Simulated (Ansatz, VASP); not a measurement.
# Sn: VASP beside Ansatz

File INCAR:

```
SYSTEM = Sn
PREC = Accurate
ENCUT = 520
EDIFF = 1E-7
ISMEAR = 0
SIGMA = 0.15
LREAL = .False.
LASPH = .True.
NELM = 60
ALGO = Fast
ISIF = 2
LWAVE = .False.
LCHARG = .False.
GGA = PS
NBANDS = 13
```

Contents of KPOINTS:

```
regular mesh
0
Gamma
  22 22 22
  0 0 0
```

The input POSCAR:

```
Sn
1.0
   -1.6247354043      1.6708536980      2.6405568838
    1.6247354043     -1.6708536980      2.6405568838
    1.6247354043      1.6708536980     -2.6405568838
Sn
1
Direct
    0.0000000000      0.0000000000      0.0000000000
```

Input for Ansatz:

```yaml
crystal:
  lattice:
    - [-1.6247354043, 1.670853698, 2.6405568838]
    - [1.6247354043, -1.670853698, 2.6405568838]
    - [1.6247354043, 1.670853698, -2.6405568838]
  atoms:
    - { symbol: Sn, position: [0.0, 0.0, 0.0] }
basis:
  ecutwfc: 420
kpoints:
  mp_grid: { grid: [22, 22, 22] }
hamiltonian:
  xc: pbesol
scf:
  occupations: { method: gaussian, width: 0.15 }
output:
  forces: true
  stress: true
  eigenvalues: true
```

Alike in both runs: task single point; functional PBEsol; k mesh 22 × 22 × 22; occupations gaussian, width 0.15 eV; no spin polarisation.

```csv
,VASP,Ansatz
version,VASP 6.6.1,Ansatz 0.2.0
potentials or method,"VASP PAW PBE potentials, release 64 (Sn_d), cutoff 520 eV","scalar-relativistic, plane waves, PAW"
valence electrons in the cell,14,14
```

```tsv
	VASP	Ansatz	Ansatz less VASP
gap on the k mesh at the Fermi level (eV)	none	none	-
pressure (GPa)	-3.6	-3.6	+0.07
traceless stress, the component that is largest in VASP (GPa)	0.70	0.70	-0.002
```

VASP's potentials were made for PBE, not for PBEsol. A gap of «none» marks a metal or a gap that the smearing closes.
